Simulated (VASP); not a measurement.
A run of VASP 6.6.1 is set up as follows.

INCAR

```
PREC     = Accurate       # precision mode
ENCUT    = 600            # plane-wave cutoff, eV
EDIFF    = 1E-6           # SCF threshold, eV
ISMEAR   = -1             # smearing method
SIGMA    = 0.1            # smearing width, eV
LREAL    = False          # projectors in reciprocal space
LASPH    = True           # aspherical terms in the spheres
NELM     = 100            # most SCF steps
ALGO     = Normal         # electronic algorithm
ISIF     = 3              # what is computed and relaxed
LWAVE    = False          # write WAVECAR
LCHARG   = False          # write CHGCAR
IBRION   = 2              # ionic algorithm
NSW      = 80             # ionic steps
EDIFFG   = -0.01          # ionic threshold
ISYM     = 0
```

Contents of KPOINTS:

```
regular mesh
0
Gamma
  13 13 9
```

File POSCAR:

```
Pd
1.0
   -2.4185932053      2.4185932053      1.3205518901
    2.4185932053     -2.4185932053      1.3205518901
    2.4185932053      2.4185932053     -1.3205518901
Pd
2
Direct
    0.0000000000      0.0000000000      0.0000000000
    0.7500000000      0.2500000000      0.5000000000
```

Potentials or basis: VASP PAW LDA potentials, release 64 (Pd).

Run with:

```sh
$ cat potpaw_LDA.64/Pd/POTCAR > POTCAR
$ mpirun -np 1 vasp_std > vasp.out
```

Q: Predict the space group after relaxing (to 0.1 Å).

A: I4_1/amd (No. 141).

Q: Predict the relaxed cell.

A: a = 3.687 Å, b = 3.687 Å, c = 3.686 Å, α = 97.24°, β = 97.24°, γ = 138.41°.

Final structure:
```
Pd
1.0
    -2.43759    2.43760    1.30911
     2.43760   -2.43759    1.30911
     2.43651    2.43651   -1.30910
Pd
2
Cartesian
  4.8741 -0.0011 0.0000
  -0.0005 2.4371 0.6546
```
